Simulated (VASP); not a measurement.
Input of a VASP 6.6.1 run:

The input INCAR:

```
SYSTEM = FeO
PREC = Accurate
ENCUT = 520
EDIFF = 1E-8
ISMEAR = -1
SIGMA = 0.05
LREAL = .FALSE.
LASPH = .TRUE.
NELM = 150
ALGO = Normal
ISIF = 2
LWAVE = .FALSE.
LCHARG = .FALSE.
ISPIN = 2
MAGMOM = 3 0
LORBIT = 11
LMAXMIX = 4
GGA = PE
NBANDS = 18
IBRION = 8
NSW = 1
```

Contents of KPOINTS:

```
Automatic mesh
0
G
  8 8 8
  0 0 0
```

POSCAR

```
FeO
1.0
    1.5188209023      0.8768916568      2.5195772846
   -1.5188209023      0.8768916568      2.5195772846
    0.0000000000     -1.7537833136      2.5195772846
Fe O
1 1
Direct
    0.0000000000      0.0000000000      0.0000000000
    0.5000000000      0.5000000000      0.5000000000
```

Potentials or basis: VASP PAW PBE potentials, release 64 (Fe, O).

The run is started by

```console
$ cat potpaw_PBE.64/Fe/POTCAR potpaw_PBE.64/O/POTCAR > POTCAR
$ mpirun -np 1 vasp_std > vasp.out
```

**Question.** Estimate the highest phonon frequency at Γ, LO-TO splitting left out.

**Answer.** 256 cm⁻¹.

**Question.** Estimate the net moment.

**Answer.** 4.00 μB per cell.

**Question.** Estimate the site moments.

**Answer.** Fe +3.62; O +0.30 μB.

Phonon frequencies in cm⁻¹ (negative: imaginary):
| q point | frequencies |
| --- | --- |
| (0.000, 0.000, 0.000) | 0 0 0 247 247 256 |

Caveat: the cell wasn't relaxed at this level first, which shifts response properties; a cell with one magnetic atom can't hold antiferromagnetic order, which such compounds often take.
